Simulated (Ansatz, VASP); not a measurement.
Hf2Mo in VASP and in Ansatz

```
CELL_PARAMETERS angstrom
4.86854 0.00000 0.00000
-2.43427 4.21628 0.00000
0.00000 0.00000 2.84068
ATOMIC_POSITIONS crystal
Hf 0.33333 0.66667 0.50000
Hf 0.66667 0.33333 0.50000
Mo 0.00000 0.00000 0.00000
```

Alike in both runs: functional PBE; k mesh 6 × 6 × 6; occupations gaussian, width 0.1 eV; no spin polarisation.

Ansatz relaxed the structure, and its values are those at the end. VASP's run is a single point on that final structure, the one shown.

|  | VASP | Ansatz |
| --- | --- | --- |
| version | VASP 6.6.1 | Ansatz 0.2.0 |
| potentials or method | VASP PAW PBE potentials, release 64 (Hf_pv, Mo_sv), cutoff 520 eV | scalar-relativistic, plane waves, PAW |
| valence electrons in the cell | 34 | 66 |

|  | VASP | Ansatz | Ansatz less VASP |
| --- | --- | --- | --- |
| gap on the k mesh at the Fermi level (eV) | none | none | - |
| pressure (GPa) | -0.4 | 0.0 | +0.46 |

A gap of «none» marks a metal or a gap that the smearing closes. With one functional, cell and mesh, what is left measures potentials, basis and numerics. VASP's potentials hold 34 valence electrons a cell and Ansatz's 66, so a difference there can come from the potentials and not from the codes.

The k mesh is coarse, so the values compare programs but aren't converged. Neither program's run includes spin-orbit coupling.
